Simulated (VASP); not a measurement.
Crystal: As.

```
As
1.0
     2.71004   -0.01738   -0.01186
    -0.01738    2.72970    0.03326
    -0.01186    0.03326    2.67219
As
1
Direct
  0.48435 0.50553 0.49638
```

This cell differs from its parent crystal: the cell strained at random.

Base run:

| Property | Result |
| --- | --- |
| Program | VASP 6.6.1 |
| Functional | PBEsol |
| Potentials or basis | VASP PAW PBE potentials, release 64 (As) |
| Cutoff | 520 eV |
| k mesh | 10 × 10 × 10 |
| Occupations | fermi-dirac, width 0.05 eV |
| Spin | no spin polarisation |

Its results: pressure -1.2 GPa.

Question: The run is repeated on the same cell with these changes: functional from PBEsol to PBE; further incar settings from ALGO = Normal; EDIFF = 1e-07; NBANDS = 8 to ALGO = Normal; EDIFF = 1e-06; NBANDS = 8. What comes out?

Answer: Pressure 2.4 GPa.

Caveats: the PAW data sets were made with another functional, which shifts forces and pressure a little (some runs).
